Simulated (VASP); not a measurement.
Wanted: the native input for a VASP 6.6.1 run.

| Quantity | Value |
| --- | --- |
| Task | single point |
| Functional | PBE |
| Dispersion | D3(BJ) |
| Potentials or basis | VASP PAW PBE potentials, release 64 (P) |
| Cutoff | 520 eV |
| k mesh | 8 × 6 × 1 |
| Occupations | gaussian, width 0.05 eV |
| Spin | no spin polarisation |
| Dipole correction | yes |
| Further INCAR settings | ALGO = Normal; EDIFF = 1e-06; NBANDS = 30 |

The structure of P lies in POSCAR:

```
P
1.0
    3.2961869271      0.0000000000      0.0000000000
    0.0000000000      4.4391555608      0.0000000000
    0.0000000000      0.0000000000     21.7461973993
P
8
Direct
    0.5000000000      0.9174951521      0.2069327302
    0.0000000000      0.5825048479      0.2069327302
    0.5000000000      0.0825048479      0.3045635326
    0.0000000000      0.4174951521      0.3045635326
    0.5000000000      0.0825048479      0.4530952478
    0.0000000000     -0.2524854563      0.4530952478
    0.5000000000     -0.7524854563      0.5507260501
    0.0000000000     -0.4174951521      0.5507260501
```

The input as run:

INCAR

```
SYSTEM = P
  PREC = Accurate
  ENCUT = 520
  EDIFF = 1E-6
  ISMEAR = 0
  SIGMA = 0.05
  LREAL = .False.
  LASPH = .True.
  NELM = 100
  ALGO = Normal
  ISIF = 2
  LWAVE = .False.
  LCHARG = .False.
  LDIPOL = .True.
  IDIPOL = 3
  DIPOL = 0.5 0.5 0.379
  GGA = PE
  IVDW = 12
  NBANDS = 30
```

KPOINTS

```
Automatic mesh
0
Gamma
  8 6 1
  0 0 0
```

Potentials or basis: VASP PAW PBE potentials, release 64 (P).

Launch:

```bash
$ cat potpaw_PBE.64/P/POTCAR > POTCAR
$ mpirun -np 1 vasp_std > vasp.out
```

It gave:

The largest force is 0.102 eV/Å, the band gap on the k mesh is 0.49 eV and the dispersion energy per atom is -0.299 eV.

Wall time 4.6 min on 1 thread of Intel(R) Xeon(R) Platinum 8259CL CPU @ 2.50GHz (Skylake/Cascade Lake), with other jobs on the host, peak memory 0.43 GiB.
